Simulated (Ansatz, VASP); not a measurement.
# Two plane-wave programs on Pb

```
Pb
1.0
     0.00000    3.60610    3.60610
     3.60610    0.00000    3.60610
     3.60610    3.60610    0.00000
Pb
2
Direct
  0.50000 0.50000 0.50000
  0.75000 0.75000 0.75000
```

Alike in both runs: task single point; functional PBEsol; k mesh 10 × 10 × 10; occupations gaussian, width 0.1 eV; no spin polarisation.

|  | VASP | Ansatz |
| --- | --- | --- |
| version | VASP 6.6.1 | Ansatz 0.2.0 |
| potentials or method | VASP PAW PBE potentials, release 64 (Pb_d), cutoff 520 eV | scalar-relativistic, plane waves, PAW |
| valence electrons in the cell | 28 | 28 |

```csv
,VASP,Ansatz,Ansatz less VASP
gap on the k mesh at the Fermi level (eV),none,none,-
pressure (GPa),-2.9,-2.9,+0.04
```

VASP's potentials were made for PBE, not for PBEsol. A gap of «none» marks a metal or a gap that the smearing closes. The functional is the same, so the differences come from potentials, cutoffs and numerics.

Spin-orbit coupling is off throughout.
